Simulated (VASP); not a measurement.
Crystal: AlRu (rocksalt type).

```
CELL_PARAMETERS angstrom
0.00000 2.53593 2.53593
2.53593 0.00000 2.53593
2.53593 2.53593 0.00000
ATOMIC_POSITIONS crystal
Ru 0.00000 0.00000 0.00000
Al 0.50000 0.50000 0.50000
```

| Quantity | Value |
| --- | --- |
| Program | VASP 6.6.1 |
| Task | relaxation of cell and atoms |
| Functional | PBEsol |
| Potentials or basis | VASP PAW PBE potentials, release 64 (Ru_pv, Al) |
| Cutoff | 600 eV |
| k mesh | 14 × 14 × 14 |
| Occupations | fermi-dirac, width 0.05 eV |
| Spin | no spin polarisation |

At the start: pressure -11.0 GPa; volume 16.31 Å³/atom.

Problem. Where does the relaxation end?

Solution. Over 6 steps the energy falls by 48.6 meV/atom and the volume is 14.99 Å³/atom (-8.1 %); space group Fm-3m (No. 225, to 0.1 Å) before and after.

Step by step:
```
step  energy change (eV)  largest force (eV/Å)  pressure (GPa)  volume (Å³)
   1              0.0000                0.0000          -11.00        32.62
   2              0.0092                0.0000           15.42        27.61
   3             -0.0971                0.0000           -0.19        30.03
   4             -0.0971                0.0000            0.07        29.98
   5             -0.0971                0.0000           -0.07        30.00
   6             -0.0971                0.0000            0.01        29.99
```

Final structure:
```
Ru Al
1.0
     0.00000    2.46591    2.46591
     2.46591    0.00000    2.46591
     2.46591    2.46591    0.00000
Ru Al
1 1
Direct
  0.00000 0.00000 0.00000
  0.50000 0.50000 0.50000
```

Caveat: the PAW data sets were made with another functional, which shifts forces and pressure a little.
